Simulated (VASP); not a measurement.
Write the native input for VASP 6.6.1 that does the following.

```yaml
Task: relaxation of cell and atoms
Functional: LDA
Potentials_or_basis: VASP PAW LDA potentials, release 64 (Ga_d)
Cutoff: 500 eV
k_mesh: 10 × 10 × 10
Occupations: gaussian, width 0.1 eV
Spin: no spin polarisation
Dipole_correction: no
Further_INCAR_settings: ALGO = Normal; EDIFF = 1e-07; IBRION = 2; EDIFFG = -0.003; NSW = 80; ISIF = 3
```

The structure of Ga lies in POSCAR:

```
Ga
1.0
    2.2615000000     -3.8305000000      0.0000000000
    2.2615000000      3.8305000000      0.0000000000
    0.0000000000      0.0000000000      4.5240000000
Ga
4
Direct
    0.8451000000      0.1549000000      0.0810000000
    0.6549000000      0.3451000000      0.5810000000
    0.1549000000      0.8451000000      0.9190000000
    0.3451000000      0.6549000000      0.4190000000
```

These files were run (other wordings do the same):

INCAR

```
SYSTEM = Ga
  PREC = Accurate
  ENCUT = 500
  EDIFF = 1E-7
  ISMEAR = 0
  SIGMA = 0.1
  LREAL = .False.
  LASPH = .True.
  NELM = 120
  ALGO = Normal
  ISIF = 3
  LWAVE = .False.
  LCHARG = .False.
  GGA = CA
  IBRION = 2
  NSW = 80
  EDIFFG = -0.003
  GGA_COMPAT = .False.
  NELMIN = 4
```

KPOINTS

```
Automatic mesh
0
Gamma
  10 10 10
  0 0 0
```

Potentials or basis: VASP PAW LDA potentials, release 64 (Ga_d).

Launch:

```console
$ cat potpaw_LDA.64/Ga_d/POTCAR > POTCAR
$ mpirun -np 1 vasp_std > vasp.out
```

It gave:

```json
{
 "Relaxed volume": "18.42 Å³/atom",
 "Relaxed cell": "a = 4.356 Å, b = 4.356 Å, c = 4.431 Å, α = 90.00°, β = 90.00°, γ = 118.78°",
 "Space group after relaxing (to 0.1 Å)": "Cmce (No. 64)",
 "Energy gained by relaxing": "14.8 meV/atom",
 "Ionic steps": "23",
 "Pressure after relaxing": "0.0 GPa",
 "Band gap on the k mesh": "zero (bands 26 and 27 overlap by 1.40 eV)"
}
```

Run time: 36 min on 1 thread of AMD EPYC 9R45 96-Core Processor (Zen 5), with other jobs on the host, peak memory 0.36 GiB.
